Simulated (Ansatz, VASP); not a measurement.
# BiTe in VASP and in Ansatz

```
Bi Te
1.0
     0.00000    3.29970    3.23500
     3.29970    0.00000    3.23500
     3.29970    3.29970    0.00000
Bi Te
1 1
Cartesian
  0.0000 0.0000 0.0000
  3.2997 3.2997 3.2350
```

Alike in both runs: functional PBE; k mesh 6 × 6 × 6; occupations fermi-dirac, width 0.05 eV; no spin polarisation.

|  | VASP | Ansatz |
| --- | --- | --- |
| version | VASP 6.6.1 | Ansatz 0.2.0 |
| potentials or method | VASP PAW PBE potentials, release 64 (Bi_d, Te) | Ansatz PAW |
| plane-wave cutoff (eV) | 500 | 420 |
| valence electrons in the cell | 21 | 31 |
| task | single point | band structure |

```csv
,VASP,Ansatz,Ansatz less VASP
gap on the k mesh at the Fermi level (eV),none,none,-
pressure (GPa),-1.0,-0.9,+0.06
"traceless stress, the component that is largest in VASP (GPa)",0.52,0.52,+0.001
```

A gap of «none» marks a metal or a gap that the smearing closes. VASP's potentials hold 21 valence electrons a cell and Ansatz's 31, so a difference there can come from the potentials and not from the codes.

Neither program's run includes spin-orbit coupling.
